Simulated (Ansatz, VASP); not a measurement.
**Two plane-wave programs on As**

```
As
1.0
     0.00000    3.11272    3.11272
     3.11272    0.00000    3.11272
     3.11272    3.11272    0.00000
As
2
Direct
  0.12500 0.12500 0.12500
  0.87500 0.87500 0.87500
```

Alike in both runs: task single point; functional r2SCAN; k mesh 10 × 10 × 10; occupations fermi-dirac, width 0.1 eV; no spin polarisation.

```csv
,VASP,Ansatz
version,VASP 6.6.1,Ansatz 0.2.0
potentials or method,"VASP PAW PBE potentials, release 64 (As), cutoff 520 eV","plane waves (500 eV) with PAW, scalar-relativistic"
valence electrons in the cell,10,30
```

|  | VASP | Ansatz | Ansatz less VASP |
| --- | --- | --- | --- |
| pressure (GPa) | -3.5 | -3.5 | +0.03 |

VASP's potentials were made for PBE, not for r2SCAN. VASP's potentials hold 10 valence electrons a cell and Ansatz's 30, so a difference there can come from the potentials and not from the codes.
